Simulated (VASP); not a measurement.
# CsPbBr3 (P4/mmm) in VASP: single point with LDA

Aim: the single point of CsPbBr3 with LDA.

Program: VASP 6.6.1. These are calculated values, not measurements. Logs are shortened: lines on timing, memory, paths and dates and some standing lists are left out, and cuts for length are marked.

### 1 The cell of the first run

Symmetry: P4/mmm, No. 123, tetragonal system. Conventional cell: a = 5.870 Å, b = 5.870 Å, c = 6.046 Å, α = 90.00°, β = 90.00°, γ = 90.00°. Cs (site symmetry 4/mmm) has 12 Br at 4.15 to 4.21 Å and 8 Pb at 5.13 Å within 5.4 Å. Pb (site symmetry 4/mmm) has 6 Br at 2.94 to 3.02 Å within 3.9 Å. Br (site symmetry mmm) has 2 Pb at 2.94 Å within 3.9 Å. Br (site symmetry 4/mmm) has 2 Pb at 3.02 Å and 4 Cs at 4.15 Å and 8 Br at 4.21 Å within 4.3 Å.

### 2 Single point, LDA (strain +0.0300 x Voigt [0, 1, 0, 0, 0, 0])

The input, INCAR:

```
PREC = Accurate
ENCUT = 520
EDIFF = 1E-6
ISMEAR = 0
SIGMA = 0.05
LREAL = False
LASPH = True
NELM = 60
ALGO = Normal
ISIF = 2
LWAVE = False
LCHARG = False
NBANDS = 30
```

The input, KPOINTS:

```
regular mesh
0
Gamma
  6 6 6
```

The input, POSCAR:

```
CsPbBr3
1.0
    5.8700000000      0.0000000000      0.0000000000
    0.0000000000      6.0461000000      0.0000000000
    0.0000000000      0.0000000000      5.8700000000
Cs Pb Br
1 1 3
Direct
    0.0000000000      0.0000000000      0.0000000000
    0.5000000000      0.5000000000      0.5000000000
    0.0000000000      0.5000000000      0.5000000000
    0.5000000000      0.0000000000      0.5000000000
    0.5000000000      0.5000000000      0.0000000000
```

Potentials or basis: VASP PAW LDA potentials, release 64 (Cs_sv, Pb_d, Br).

Started as:

```sh
cat potpaw_LDA.64/Cs_sv/POTCAR potpaw_LDA.64/Pb_d/POTCAR potpaw_LDA.64/Br/POTCAR > POTCAR
mpirun -np 1 vasp_std > vasp.out
```

OUTCAR:

```text
PREC = Accurate
   ENCUT = 520
   EDIFF = 1E-6
   ISMEAR = 0
   LREAL = False
   LASPH = True
   NELM = 60
   ISIF = 2

 ion  position               nearest neighbor table
   1  0.000  0.000  0.000-
   2  0.500  0.500  0.500-   3 2.94   5 2.94   5 2.94   3 2.94   4 3.02   4 3.02
   3  0.000  0.500  0.500-   2 2.94   2 2.94
   4  0.500  0.000  0.500-   2 3.02   2 3.02
   5  0.500  0.500  0.000-   2 2.94   2 2.94

  LATTYP: Found a simple tetragonal cell.
 ALAT       =     5.8700000000
 C/A-ratio  =     1.0300000000

  Lattice vectors:

 A1 = (  -5.8700000000,   0.0000000000,   0.0000000000)
 A2 = (   0.0000000000,   0.0000000000,   5.8700000000)
 A3 = (   0.0000000000,   6.0461000000,   0.0000000000)

Analysis of symmetry for initial positions (statically):
=====================================================================
 Subroutine PRICEL returns:
 Original cell was already a primitive cell.

 Routine SETGRP: Setting up the symmetry group for a
 simple tetragonal supercell.

 Subroutine GETGRP returns: Found 16 space group operations
 (whereof 16 operations were pure point group operations)
 out of a pool of 16 trial point group operations.

The static configuration has the point symmetry D_4h.

Analysis of symmetry for dynamics (positions and initial velocities):
=====================================================================
 Subroutine PRICEL returns:
 Original cell was already a primitive cell.

 Routine SETGRP: Setting up the symmetry group for a
 simple tetragonal supercell.

 Subroutine GETGRP returns: Found 16 space group operations
 (whereof 16 operations were pure point group operations)
 out of a pool of 16 trial point group operations.

The dynamic configuration has the point symmetry D_4h.

 Subroutine INISYM returns: Found 16 space group operations
 (whereof 16 operations are pure point group operations),
 and found     1 'primitive' translations

----------------------------------------------------------------------------------------

                                     Primitive cell

  volume of cell :     208.3299

  direct lattice vectors                    reciprocal lattice vectors
     5.870000000  0.000000000  0.000000000     0.170357751  0.000000000  0.000000000
     0.000000000  6.046100000  0.000000000     0.000000000  0.165395875  0.000000000
     0.000000000  0.000000000  5.870000000     0.000000000  0.000000000  0.170357751

  length of vectors
     5.870000000  6.046100000  5.870000000     0.170357751  0.165395875  0.170357751

  position of ions in fractional coordinates (direct lattice)
     0.000000000  0.000000000  0.000000000
     0.500000000  0.500000000  0.500000000
     0.000000000  0.500000000  0.500000000
     0.500000000  0.000000000  0.500000000
     0.500000000  0.500000000  0.000000000

  ion indices of the primitive-cell ions
   primitive index   ion index
                 1           1
                 2           2
                 3           3
                 4           4
                 5           5

----------------------------------------------------------------------------------------

 KPOINTS: regular mesh

Automatic generation of k-mesh.
 Grid dimensions read from file:
 generate k-points for:    6    6    6

 Generating k-lattice:

  Cartesian coordinates                     Fractional coordinates (reciprocal lattice)
     0.028392959  0.000000000  0.000000000     0.166666667  0.000000000  0.000000000
     0.000000000  0.027565979  0.000000000     0.000000000  0.166666667  0.000000000
     0.000000000  0.000000000  0.028392959     0.000000000  0.000000000  0.166666667

  Length of vectors
     0.028392959  0.027565979  0.028392959

  Shift w.r.t. Gamma in fractional coordinates (k-lattice)
     0.000000000  0.000000000  0.000000000

 Subroutine IBZKPT returns following result:
 ===========================================

 Found     40 irreducible k-points:

 Following reciprocal coordinates:
            Coordinates               Weight
  0.000000  0.000000  0.000000      1.000000
  0.166667  0.000000  0.000000      4.000000
  0.333333  0.000000  0.000000      4.000000
  0.500000  0.000000  0.000000      2.000000
  0.000000  0.166667  0.000000      2.000000
  0.166667  0.166667  0.000000      8.000000
[... 16 lines left out ...]
  0.166667  0.333333  0.166667      8.000000
  0.333333  0.333333  0.166667     16.000000
 [... further k-points ...]
   k-points           NKPTS =     40   k-points in BZ     NKDIM =     40   number of bands    NBANDS=     30
   number of dos      NEDOS =    301   number of ions     NIONS =      5
   total plane-waves  NPLWV = 110592
   dimension x,y,z NGX =    48 NGY =   48 NGZ =   48
   dimension x,y,z NGXF=    96 NGYF=   96 NGZF=   96
   ions per type =               1   1   3
   NGX,Y,Z   is equivalent  to a cutoff of  13.59, 13.20, 13.59 a.u.
   NGXF,Y,Z  is equivalent  to a cutoff of  27.19, 26.40, 27.19 a.u.
 SYSTEM =  unknown system
   PREC   = accura    normal or accurate (medium, high low for compatibility)
   ISTART =      0    job   : 0-new  1-cont  2-samecut
   ICHARG =      2    charge: 1-file 2-atom 10-const
   ISPIN  =      1    spin polarized calculation?
   LNONCOLLINEAR =      F non collinear calculations
   LSORBIT =      F    spin-orbit coupling
   LASPH  =      T    aspherical Exc in radial PAW
   ENCUT  =  520.0 eV  38.22 Ry    6.18 a.u.  10.91 11.24 10.91*2*pi/ulx,y,z
   NELM   =     60;   NELMIN=  2; NELMDL= -5     # of ELM steps
   EDIFF  = 0.1E-05   stopping-criterion for ELM
   LREAL  =      F    real-space projection
   EDIFFG = 0.1E-04   stopping-criterion for IOM
   NSW    =      0    number of steps for IOM
   IBRION =     -1    ionic relax: 0-MD 1-quasi-New 2-CG
   NFREE  =      0    steps in history (QN), initial steepest desc. (CG)
   ISIF   =      2    stress and relaxation
   ISYM   =      2    0-nonsym 1-usesym 2-fastsym
   POTIM  = 0.5000    time-step for ionic-motion
   TEBEG  =    0.0;   TEEND  =   0.0 temperature during run
   PSTRESS=    0.0 pullay stress
   NELECT =      44.0000    total number of electrons
   NUPDOWN=      -1.0000    fix difference up-down
   EMIN   =  10.00;   EMAX   =-10.00  energy-range for DOS
   EFERMI =   0.00;   METHOD = LEGACY
   ISMEAR =     0;   SIGMA  =   0.05  broadening in eV -4-tet -1-fermi 0-gaus
   EFERMI_NEDOS =   21; number of points for ismear=-14 and -15
   IALGO  =     38    algorithm
   IMIX   =      4    mixing-type and parameters
     AMIX     =   0.40;   BMIX     =  1.00
     AMIX_MAG =   1.60;   BMIX_MAG =  1.00
  volume/ion in A,a.u.               =      41.67       281.18
  Fermi-wavevector in a.u.,A,eV,Ry     =   0.974934  1.842358 12.932287  0.950496
  Thomas-Fermi vector in A             =   2.105433
   LORBIT       =      0    0 simple, 1 ext, 2 COOP (PROOUT), +10 PAW based schemes
   GGA     = CA    functional components
   LHFCALC =     F    Hartree Fock is set to
   AEXX    =    0.0000 exact exchange contribution
   IVDW    =     0    specifies the selected vdW correction
   LEPSILON=     F    determine dielectric tensor
   LRPA    =     F    only Hartree local field effects (RPA)
 non-spin polarized calculation
 Gauss-broadening in eV      SIGMA  =   0.05
  energy-cutoff  :      520.00
  volume of cell :      208.33
 maximum number of plane-waves:      5672
 NGX is ok and might be reduce to    48
   NGX = 21   NGY = 23   NGZ = 21

 number of electron      44.0000001 magnetization

 Free energy of the ion-electron system (eV)
  ---------------------------------------------------
  ext. energy  EPLUGINS =         0.00000000
  ---------------------------------------------------
  free energy    TOTEN  =       -17.74446120 eV

  energy without entropy =      -17.74446120  energy(sigma->0) =      -17.74446120

 E-fermi :   1.0267     XC(G=0):  -7.9383

 val. band max:        0.8157886169   @ k =   0.5000   0.5000   0.5000
 cond. band min:       2.1532839380   @ k =   0.5000   0.5000   0.5000
 fundamental gap:      1.3374953211
 Fermi energy:         1.0267076970

 k-point     1 :       0.0000    0.0000    0.0000
  band No.  band energies     occupation
      1     -20.4455      2.00000
      2     -15.9323      2.00000
      3     -15.9018      2.00000
      4     -15.7689      2.00000
      5     -15.7689      2.00000
      6     -15.7620      2.00000
[... 22 lines left out ...]
     29       6.2815      0.00000
     30       6.7848      0.00000

 k-point     2 :       0.1667    0.0000    0.0000
  band No.  band energies     occupation
      1     -20.4453      2.00000
      2     -15.9226      2.00000
      3     -15.8954      2.00000
      4     -15.7692      2.00000
      5     -15.7689      2.00000
      6     -15.7622      2.00000
[... 22 lines left out ...]
     29       5.9236      0.00000
     30       6.3168      0.00000

 k-point     3 :       0.3333    0.0000    0.0000
  band No.  band energies     occupation
      1     -20.4447      2.00000
      2     -15.9147      2.00000
      3     -15.8704      2.00000
      4     -15.7697      2.00000
      5     -15.7689      2.00000
      6     -15.7627      2.00000
[... 22 lines left out ...]
     29       6.0713      0.00000
     30       6.6946      0.00000

 k-point     4 :       0.5000    0.0000    0.0000
  band No.  band energies     occupation
      1     -20.4445      2.00000
      2     -15.9134      2.00000
      3     -15.8549      2.00000
      4     -15.7700      2.00000
      5     -15.7689      2.00000
      6     -15.7630      2.00000
[... 22 lines left out ...]
     29       6.1824      0.00000
     30       7.0499      0.00000

 k-point     5 :       0.0000    0.1667    0.0000
  band No.  band energies     occupation
      1     -20.4454      2.00000
      2     -15.9323      2.00000
      3     -15.8921      2.00000
      4     -15.7691      2.00000
      5     -15.7691      2.00000
      6     -15.7620      2.00000
[... 22 lines left out ...]
     29       5.7974      0.00000
     30       6.7476      0.00000
[... 526 lines left out ...]
     29       6.3858      0.00000
     30       6.7352      0.00000

 k-point    22 :       0.5000    0.1667    0.1667
  band No.  band energies     occupation
      1     -20.4441      2.00000
      2     -15.8929      2.00000
      3     -15.8477      2.00000
      4     -15.7701      2.00000
      5     -15.7693      2.00000
      6     -15.7633      2.00000
[... 22 lines left out ...]
     29       6.5106      0.00000
     30       6.8945      0.00000

 k-point    23 :       0.1667    0.3333    0.1667
  band No.  band energies     occupation
      1     -20.4445      2.00000
      2     -15.9085      2.00000
      3     -15.8628      2.00000
      4     -15.7697      2.00000
      5     -15.7697      2.00000
      6     -15.7625      2.00000
[... 22 lines left out ...]
     29       6.4664      0.00000
     30       6.7181      0.00000

 k-point    24 :       0.3333    0.3333    0.1667
  band No.  band energies     occupation
      1     -20.4440      2.00000
      2     -15.8902      2.00000
      3     -15.8465      2.00000
      4     -15.7702      2.00000
      5     -15.7697      2.00000
      6     -15.7630      2.00000
[... 22 lines left out ...]
     29       6.6656      0.00000
     30       6.7978      0.00000

 [... further k-points ...]
[... 5 lines left out ...]
  --------------------------------------------------------------------------------------
  -------------------------------------------------------------------------------------
  Total       -1.6443135     -3.0460536     -1.6443135     -0.0000000      0.0000000      0.0000000
  in kB      -12.6457236    -23.4259164    -12.6457236     -0.0000000      0.0000000      0.0000000
  external PRESSURE =     -16.2391212 kB  Pullay stress =       0.0000000 kB

 VOLUME and BASIS-vectors are now :
 -----------------------------------------------------------------------------
  energy-cutoff  :      520.00
  volume of cell :      208.33
      direct lattice vectors                 reciprocal lattice vectors
     5.870000000  0.000000000  0.000000000     0.170357751  0.000000000  0.000000000
     0.000000000  6.046100000  0.000000000     0.000000000  0.165395875  0.000000000
     0.000000000  0.000000000  5.870000000     0.000000000  0.000000000  0.170357751

 POSITION                                       TOTAL-FORCE (eV/Angst)
 -----------------------------------------------------------------------------------
      0.00000      0.00000      0.00000         0.000000      0.000000      0.000000
      2.93500      3.02305      2.93500         0.000000      0.000000      0.000000
      0.00000      3.02305      2.93500         0.000000      0.000000      0.000000
      2.93500      0.00000      2.93500         0.000000      0.000000      0.000000
      2.93500      3.02305      0.00000         0.000000      0.000000      0.000000
 -----------------------------------------------------------------------------------
    total drift:                                0.000000     -0.000000     -0.000000

  FREE ENERGIE OF THE ION-ELECTRON SYSTEM (eV)
  ---------------------------------------------------
  free  energy   TOTEN  =       -17.7444612043 eV

  energy  without entropy=      -17.7444612043  energy(sigma->0) =      -17.74446120
```

Run time: 2 min. Hardware: 1 thread of Intel Xeon 6975P-C (Granite Rapids), shared host; peak memory 0.42 GiB.

What came out:

```yaml
Free_energy: -17.7445 eV
Pressure: -1.6 GPa
Band_gap_on_the_k_mesh: 1.34 eV
```

Stress tensor (GPa, compression positive):
```
-1.26  0.00  0.00
 0.00 -2.34  0.00
 0.00  0.00 -1.26
```

Levels at points of the mesh, in eV from the valence-band top:
| k point | band 20 | band 21 | band 22 | band 23 | band 24 | band 25 |
| --- | --- | --- | --- | --- | --- | --- |
| (0.00, 0.00, 0.00) | -1.85 | -1.85 | -1.85 | 2.79 | 4.00 | 4.06 |
| (0.50, 0.00, 0.00) | -1.96 | -1.94 | -1.28 | 2.52 | 4.30 | 4.87 |
| (0.00, 0.50, 0.00) | -1.96 | -1.96 | -1.45 | 2.43 | 4.20 | 4.84 |
| (0.50, 0.50, 0.00) | -2.10 | -1.51 | -0.71 | 1.92 | 2.11 | 4.91 |
| (0.50, 0.00, 0.50) | -2.11 | -1.47 | -0.55 | 2.01 | 2.01 | 4.43 |
| (0.50, 0.50, 0.50) | -1.49 | -1.46 | 0.00 | 1.34 | 1.53 | 1.53 |

Caveat: the cell differs from its parent crystal (strain +0.0300 x Voigt [0, 1, 0, 0, 0, 0]); spin-orbit coupling is left out, which moves the levels of the heavy elements.
